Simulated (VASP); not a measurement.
# K in VASP: a series of runs, part 2 of 2

VASP 6.6.1. The steps go on from the part before.

### Step 4. Single point, PBE

This run uses another cell than the first one.

INCAR

```
ALGO = Normal
DIPOL = 0.5 0.5 0.500
EDIFF = 1E-6
ENCUT = 520
GGA = PE
IDIPOL = 3
ISIF = 2
ISMEAR = -1
LASPH = True
LCHARG = False
LDIPOL = True
LREAL = False
LWAVE = False
NBANDS = 16
NELM = 60
PREC = Accurate
SIGMA = 0.05
```

KPOINTS

```
k-points
0
Gamma
  4 5 1
```

POSCAR

```
K
1.0
    8.1375084180      0.0000000000      0.0000000000
    0.0000000000      7.7663174960      0.0000000000
    0.0000000000      0.0000000000     20.0000000000
K
2
Direct
    0.3333333330      0.7500000000      0.5000000000
    0.6666666670      0.2500000000      0.5000000000
```

Potentials or basis: VASP PAW PBE potentials, release 64 (K_sv).

Launch:

```console
> cat potpaw_PBE.64/K_sv/POTCAR > POTCAR
> mpirun -np 1 vasp_std > vasp.out
```

OUTCAR:

```text
EDIFF = 1E-6
   ENCUT = 520
   GGA = PE
   ISIF = 2
   ISMEAR = -1
   LASPH = True
   LREAL = False
   NELM = 60
   PREC = Accurate

 ion  position               nearest neighbor table
   1  0.333  0.750  0.500-
   2  0.667  0.250  0.500-

  LATTYP: Found a simple orthorhombic cell.
 ALAT       =     7.7663174960
 B/A-ratio  =     1.0477949713
 C/A-ratio  =     2.5752230720

  Lattice vectors:

 A1 = (   0.0000000000,  -7.7663174960,   0.0000000000)
 A2 = (   8.1375084180,   0.0000000000,   0.0000000000)
 A3 = (   0.0000000000,   0.0000000000,  20.0000000000)

Analysis of symmetry for initial positions (statically):
=====================================================================
 Subroutine PRICEL returns:
 Original cell was already a primitive cell.

 Routine SETGRP: Setting up the symmetry group for a
 simple orthorhombic supercell.

 Subroutine GETGRP returns: Found  8 space group operations
 (whereof  4 operations were pure point group operations)
 out of a pool of  8 trial point group operations.

The static configuration has the point symmetry C_2h.
 The point group associated with its full space group is D_2h.

Analysis of symmetry for dynamics (positions and initial velocities):
=====================================================================
 Subroutine PRICEL returns:
 Original cell was already a primitive cell.

 Routine SETGRP: Setting up the symmetry group for a
 simple orthorhombic supercell.

 Subroutine GETGRP returns: Found  8 space group operations
 (whereof  4 operations were pure point group operations)
 out of a pool of  8 trial point group operations.

The dynamic configuration has the point symmetry C_2h.
 The point group associated with its full space group is D_2h.

 Subroutine INISYM returns: Found  8 space group operations
 (whereof  4 operations are pure point group operations),
 and found     1 'primitive' translations

----------------------------------------------------------------------------------------

                                     Primitive cell

  volume of cell :    1263.9695

  direct lattice vectors                    reciprocal lattice vectors
     8.137508418  0.000000000  0.000000000     0.122887738  0.000000000  0.000000000
     0.000000000  7.766317496  0.000000000     0.000000000  0.128761154  0.000000000
     0.000000000  0.000000000 20.000000000     0.000000000  0.000000000  0.050000000

  length of vectors
     8.137508418  7.766317496 20.000000000     0.122887738  0.128761154  0.050000000

  position of ions in fractional coordinates (direct lattice)
     0.333333333  0.750000000  0.500000000
     0.666666667  0.250000000  0.500000000

  ion indices of the primitive-cell ions
   primitive index   ion index
                 1           1
                 2           2

----------------------------------------------------------------------------------------

 KPOINTS: k-points

Automatic generation of k-mesh.
 Grid dimensions read from file:
 generate k-points for:    4    5    1

 Generating k-lattice:

  Cartesian coordinates                     Fractional coordinates (reciprocal lattice)
     0.030721934  0.000000000  0.000000000     0.250000000  0.000000000  0.000000000
     0.000000000  0.025752231  0.000000000     0.000000000  0.200000000  0.000000000
     0.000000000  0.000000000  0.050000000     0.000000000  0.000000000  1.000000000

  Length of vectors
     0.030721934  0.025752231  0.050000000

  Shift w.r.t. Gamma in fractional coordinates (k-lattice)
     0.000000000  0.000000000  0.000000000

 Subroutine IBZKPT returns following result:
 ===========================================

 Found      9 irreducible k-points:

 Following reciprocal coordinates:
            Coordinates               Weight
  0.000000  0.000000  0.000000      1.000000
  0.250000  0.000000  0.000000      2.000000
  0.500000  0.000000  0.000000      1.000000
  0.000000  0.200000  0.000000      2.000000
  0.250000  0.200000  0.000000      4.000000
  0.500000  0.200000  0.000000      2.000000
  0.000000  0.400000  0.000000      2.000000
  0.250000  0.400000  0.000000      4.000000
  0.500000  0.400000  0.000000      2.000000
   k-points           NKPTS =      9   k-points in BZ     NKDIM =      9   number of bands    NBANDS=     16
   number of dos      NEDOS =    301   number of ions     NIONS =      2
   total plane-waves  NPLWV = 576000
   dimension x,y,z NGX =    64 NGY =   60 NGZ =  150
   dimension x,y,z NGXF=   128 NGYF=  120 NGZF=  300
   ions per type =               2
   NGX,Y,Z   is equivalent  to a cutoff of  13.07, 12.84, 12.47 a.u.
   NGXF,Y,Z  is equivalent  to a cutoff of  26.15, 25.69, 24.94 a.u.
 SYSTEM =  unknown system
   PREC   = accura    normal or accurate (medium, high low for compatibility)
   ISTART =      0    job   : 0-new  1-cont  2-samecut
   ICHARG =      2    charge: 1-file 2-atom 10-const
   ISPIN  =      1    spin polarized calculation?
   LNONCOLLINEAR =      F non collinear calculations
   LSORBIT =      F    spin-orbit coupling
   LASPH  =      T    aspherical Exc in radial PAW
   ENCUT  =  520.0 eV  38.22 Ry    6.18 a.u.  15.13 14.44 37.19*2*pi/ulx,y,z
   NELM   =     60;   NELMIN=  2; NELMDL= -5     # of ELM steps
   EDIFF  = 0.1E-05   stopping-criterion for ELM
   LREAL  =      F    real-space projection
   EDIFFG = 0.1E-04   stopping-criterion for IOM
   NSW    =      0    number of steps for IOM
   IBRION =     -1    ionic relax: 0-MD 1-quasi-New 2-CG
   NFREE  =      0    steps in history (QN), initial steepest desc. (CG)
   ISIF   =      2    stress and relaxation
   ISYM   =      2    0-nonsym 1-usesym 2-fastsym
   POTIM  = 0.5000    time-step for ionic-motion
   TEBEG  =    0.0;   TEEND  =   0.0 temperature during run
   PSTRESS=    0.0 pullay stress
   NELECT =      18.0000    total number of electrons
   NUPDOWN=      -1.0000    fix difference up-down
   EMIN   =  10.00;   EMAX   =-10.00  energy-range for DOS
   EFERMI =   0.00;   METHOD = LEGACY
   ISMEAR =    -1;   SIGMA  =   0.05  broadening in eV -4-tet -1-fermi 0-gaus
   EFERMI_NEDOS =   21; number of points for ismear=-14 and -15
   IALGO  =     38    algorithm
   IMIX   =      4    mixing-type and parameters
     AMIX     =   0.40;   BMIX     =  1.00
     AMIX_MAG =   1.60;   BMIX_MAG =  1.00
  volume/ion in A,a.u.               =     631.98      4264.84
  Fermi-wavevector in a.u.,A,eV,Ry     =   0.396814  0.749869  2.142390  0.157461
  Thomas-Fermi vector in A             =   1.343220
   LORBIT       =      0    0 simple, 1 ext, 2 COOP (PROOUT), +10 PAW based schemes
   GGA     = PE    functional components
   LHFCALC =     F    Hartree Fock is set to
   AEXX    =    0.0000 exact exchange contribution
   IVDW    =     0    specifies the selected vdW correction
   LEPSILON=     F    determine dielectric tensor
   LRPA    =     F    only Hartree local field effects (RPA)
 non-spin polarized calculation
  energy-cutoff  :      520.00
  volume of cell :     1263.97
 maximum number of plane-waves:     34064
 NGX is ok and might be reduce to    64
   NGX = 31   NGY = 29   NGZ = 75

 dipolmoment           0.000000      0.000000      0.000000 electrons x Angstroem

 number of electron      17.9999999 magnetization

 dipolmoment           0.000000      0.000000     -0.000000 electrons x Angstroem

 Free energy of the ion-electron system (eV)
  ---------------------------------------------------
  ext. energy  EPLUGINS =         0.00000000
  ---------------------------------------------------
  free energy    TOTEN  =        -1.16557034 eV

  energy without entropy =       -1.15408337  energy(sigma->0) =       -1.15982685

 E-fermi :  -2.0216     XC(G=0):  -1.4426

 val. band max:       -2.1030464736   @ k =   0.5000   0.4000   0.0000
 cond. band min:      -1.9100500022   @ k =   0.0000   0.4000   0.0000
 fundamental gap:      0.1929964714
 Fermi energy:        -2.0216334869

 k-point     1 :       0.0000    0.0000    0.0000
  band No.  band energies     occupation
      1     -34.8359      2.00000
      2     -34.8349      2.00000
      3     -18.3248      2.00000
      4     -18.3220      2.00000
      5     -18.3068      2.00000
      6     -18.2986      2.00000
[... 148 lines left out ...]
      3     -18.3238      2.00000
      4     -18.3230      2.00000
      5     -18.3064      2.00000
      6     -18.3052      2.00000
[... 8 lines left out ...]
     15      -0.0035      0.00000
     16       0.4211      0.00000

------------------------ aborting loop because EDIFF is reached ----------------------------------------

 vacuum level on the upper side and lower side of the slab       (xc-potential included)        -0.083        -0.083

  FORCE on cell =-STRESS in cart. coord.  units (eV):
  Direction    XX          YY          ZZ          XY          YZ          ZX
  --------------------------------------------------------------------------------------
  -------------------------------------------------------------------------------------
  Total       -0.6956910     -0.9720620     -0.0115150     -0.0000000      0.0000000      0.0000000
  in kB       -0.8818412     -1.2321624     -0.0145962     -0.0000000      0.0000000      0.0000000
  external PRESSURE =      -0.7095333 kB  Pullay stress =       0.0000000 kB

 VOLUME and BASIS-vectors are now :
 -----------------------------------------------------------------------------
  energy-cutoff  :      520.00
  volume of cell :     1263.97
      direct lattice vectors                 reciprocal lattice vectors
     8.137508418  0.000000000  0.000000000     0.122887738  0.000000000  0.000000000
     0.000000000  7.766317496  0.000000000     0.000000000  0.128761154  0.000000000
     0.000000000  0.000000000 20.000000000     0.000000000  0.000000000  0.050000000

 POSITION                                       TOTAL-FORCE (eV/Angst)
 -----------------------------------------------------------------------------------
      2.71250      5.82474     10.00000         0.060568      0.000000      0.000000
      5.42501      1.94158     10.00000        -0.060568     -0.000000      0.000000
 -----------------------------------------------------------------------------------
    total drift:                                0.000000      0.000000     -0.000000

  FREE ENERGIE OF THE ION-ELECTRON SYSTEM (eV)
  ---------------------------------------------------
  free  energy   TOTEN  =        -1.1655703367 eV

  energy  without entropy=       -1.1540833727  energy(sigma->0) =       -1.15982685

 vacuum level on the upper side and lower side of the slab         0.279         0.279
```

OSZICAR:

```text
N       E                     dE             d eps       ncg     rms          rms(c)
DAV:   1     0.898139526063E+02    0.89814E+02   -0.60359E+03   432   0.635E+02
DAV:   2     0.133531566949E+02   -0.76461E+02   -0.73770E+02   344   0.146E+02
DAV:   3     0.355088218596E+00   -0.12998E+02   -0.12671E+02   400   0.458E+01
[... 14 lines left out ...]
DAV:  18    -0.116556579223E+01   -0.15449E-05   -0.40091E-07   272   0.212E-03    0.597E-04
DAV:  19    -0.116556729032E+01   -0.14981E-05   -0.74063E-08   304   0.129E-03    0.225E-04
DAV:  20    -0.116556875265E+01   -0.14623E-05   -0.77207E-08   288   0.104E-03    0.931E-05
DAV:  21    -0.116557010412E+01   -0.13515E-05   -0.68391E-08   272   0.642E-04    0.125E-04
DAV:  22    -0.116557033668E+01   -0.23257E-06   -0.10217E-08   312   0.338E-04
   1 F= -.11655703E+01 E0= -.11598269E+01  d E =-.114870E-01
```

stdout:

```text
POSCAR found type information on POSCAR K
 POSCAR found :  1 types and       2 ions
 scaLAPACK will be used
 LDA part: xc-table for (Slater+PW92), standard interpolation
 POSCAR, INCAR and KPOINTS ok, starting setup
 FFT: planning ... GRIDC
 FFT: planning ... GRID_SOFT
 FFT: planning ... GRID
 WAVECAR not read
 entering main loop
```

It took 6.4 min on 1 thread of Intel Xeon Platinum 8488C (Sapphire Rapids), shared host; peak memory 0.99 GiB.

What came out:

| Quantity | Value |
| --- | --- |
| Free energy | -1.1656 eV |
| Largest force | 0.061 eV/Å |

Forces on the atoms (eV/Å):
```
K    0.061  0.000  0.000
K   -0.061  0.000  0.000
```

Levels at points of the mesh, in eV from the Fermi level:
| k point | band 6 | band 7 | band 8 | band 9 | band 10 | band 11 | band 12 | band 13 |
| --- | --- | --- | --- | --- | --- | --- | --- | --- |
| (0.00, 0.00, 0.00) | -16.28 | -16.28 | -16.26 | -0.85 | 0.93 | 1.48 | 1.61 | 1.62 |
| (0.50, 0.00, 0.00) | -16.28 | -16.28 | -16.26 | -0.50 | 0.13 | 1.25 | 1.66 | 1.80 |
